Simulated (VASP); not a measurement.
Input of a VASP 6.6.1 run:

The input INCAR:

```
  PREC = Accurate
  ENCUT = 520
  EDIFF = 1E-6
  ISMEAR = -1
  SIGMA = 0.05
  LREAL = F
  LASPH = T
  NELM = 150
  ALGO = Normal
  ISIF = 2
  LWAVE = F
  LCHARG = F
  LMAXMIX = 4
  LDAU = T
  LDAUTYPE = 2
  LDAUL = 2 -1
  LDAUU = 2 0
  LDAUJ = 0 0
  LDAUPRINT = 1
  GGA = PS
  NBANDS = 15
```

Contents of KPOINTS:

```
Automatic mesh
0
Gamma
  11 11 11
```

Contents of POSCAR:

```
TiC
1.0
    0.0000000000      2.1657188437      2.1657188437
    2.1657188437      0.0000000000      2.1657188437
    2.1657188437      2.1657188437      0.0000000000
Ti C
1 1
Direct
    0.0000000000      0.0000000000      0.0000000000
    0.5000000000      0.5000000000      0.5000000000
```

Potentials or basis: VASP PAW PBE potentials, release 64 (Ti_sv, C).

Launch:

```sh
$ cat potpaw_PBE.64/Ti_sv/POTCAR potpaw_PBE.64/C/POTCAR > POTCAR
$ mpirun -np 1 vasp_std > vasp.out
```

Task: Predict the pressure.

Result: -0.8 GPa.

Task: Estimate the band gap on the k mesh.

Result: Zero (band 8 reaches 10.39 eV, above the bottom of band 9 at 9.11 eV).

Eigenvalues of the final occupation matrices:
```
    site  spin  trace               eigenvalues
site 1 d     1   0.96  0.13 0.13 0.13 0.28 0.28
site 1 d     2   0.96  0.13 0.13 0.13 0.28 0.28
```

Caveat: the PAW data sets were made with another functional, which shifts forces and pressure a little; U without spin polarisation on a metal has little footing; the U is typed as a test and isn't derived for this compound.
